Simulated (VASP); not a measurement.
A run of VASP 6.6.1 is set up as follows.

Contents of INCAR:

```
PREC     = Accurate       # precision mode
ENCUT    = 600            # plane-wave cutoff, eV
EDIFF    = 1E-7           # SCF threshold, eV
ISMEAR   = 0              # smearing method
SIGMA    = 0.1            # smearing width, eV
LREAL    = False          # projectors in reciprocal space
LASPH    = True           # aspherical terms in the spheres
NELM     = 100            # most SCF steps
ALGO     = Normal         # electronic algorithm
ISIF     = 3              # what is computed and relaxed
LWAVE    = False          # write WAVECAR
LCHARG   = False          # write CHGCAR
GGA      = PE             # functional
IBRION   = 2              # ionic algorithm
NSW      = 90             # ionic steps
EDIFFG   = -0.04          # ionic threshold
```

File KPOINTS:

```
Automatic mesh
0
Gamma
  4 4 4
```

The input POSCAR:

```
Si3Sn
1.0
    3.9802543600      0.0000000000      0.0000000000
    0.0000000000      3.9802543600      0.0000000000
    0.0000000000      0.0000000000      4.4933594900
Si Sn
3 1
Direct
    0.0000000000      0.0000000000      0.6680060200
    0.0000000000      0.0000000000      0.3319939800
    0.0000000000      0.0000000000      0.0000000000
    0.5000000000      0.5000000000      0.5000000000
```

Potentials or basis: VASP PAW PBE potentials, release 64 (Si, Sn_d).

Command:

```bash
$ cat potpaw_PBE.64/Si/POTCAR potpaw_PBE.64/Sn_d/POTCAR > POTCAR
$ mpirun -np 1 vasp_std > vasp.out
```

What does it give for the relaxed volume?

23.43 Å³/atom.

What does it give for the relaxed cell?

a = 3.613 Å, b = 3.613 Å, c = 7.180 Å, α = 90.00°, β = 90.00°, γ = 90.00°.

What does it give for the band gap on the k mesh?

Zero (bands 13 and 14 overlap by 3.40 eV).

Forces in eV/Å, atoms in the order of the input:
```
Si   0.000  0.000  0.022
Si   0.000  0.000 -0.022
Si   0.000  0.000  0.000
Sn   0.000  0.000  0.000
```

Caveat: the k points lie up to 0.43 Å⁻¹ apart in the final cell, too coarse for converged energies and pressures of a metal; the volume moved by over 15 % at a fixed basis, so the end points are rough; spin-orbit coupling is left out, which moves the levels of the heavy elements.
